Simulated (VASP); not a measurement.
Crystal: GaAs.

```xyz
2
Lattice="0.0000 2.8268 2.8268 2.8268 0.0000 2.8268 2.8268 2.8268 0.0000" Properties=species:S:1:pos:R:3 pbc="T T T"
As    4.2403    4.2403    4.2403
Ga    0.0000    0.0000    0.0000
```

```yaml
Program: VASP 6.6.1
Task: relaxation of cell and atoms
Functional: RPBE
Potentials_or_basis: VASP PAW PBE potentials, release 64 (As, Ga_d)
Cutoff: 600 eV
k_mesh: 8 × 8 × 8
Occupations: fermi-dirac, width 0.05 eV
Spin: no spin polarisation
```

At the start: pressure 5.4 GPa; volume 22.59 Å³/atom.

Task: Where does the relaxation end?

Result: Over 3 steps the energy falls by 29.5 meV/atom and the volume is 24.51 Å³/atom (+8.5 %); space group F-43m (No. 216, to 0.05 Å).

The path:
| step | energy change (eV) | largest force (eV/Å) | pressure (GPa) | volume (Å³) |
| --- | --- | --- | --- | --- |
| 1 | 0.0000 | 0.0000 | 5.39 | 45.18 |
| 2 | -0.0535 | 0.0000 | -1.20 | 50.33 |
| 3 | -0.0591 | 0.0000 | -0.03 | 49.01 |

Final structure:
```cif
data_structure
_symmetry_space_group_name_H-M 'P 1'
_symmetry_Int_Tables_number 1
_cell_length_a 4.1078
_cell_length_b 4.1078
_cell_length_c 4.1078
_cell_angle_alpha 60.000
_cell_angle_beta 60.000
_cell_angle_gamma 60.000
_cell_volume 49.01
loop_
_atom_site_label
_atom_site_type_symbol
_atom_site_fract_x
_atom_site_fract_y
_atom_site_fract_z
_atom_site_occupancy
As1 As 0.75000 0.75000 0.75000 1
Ga1 Ga 0.00000 0.00000 0.00000 1
```

Caveat: the PAW data sets were made with another functional, which shifts forces and pressure a little.
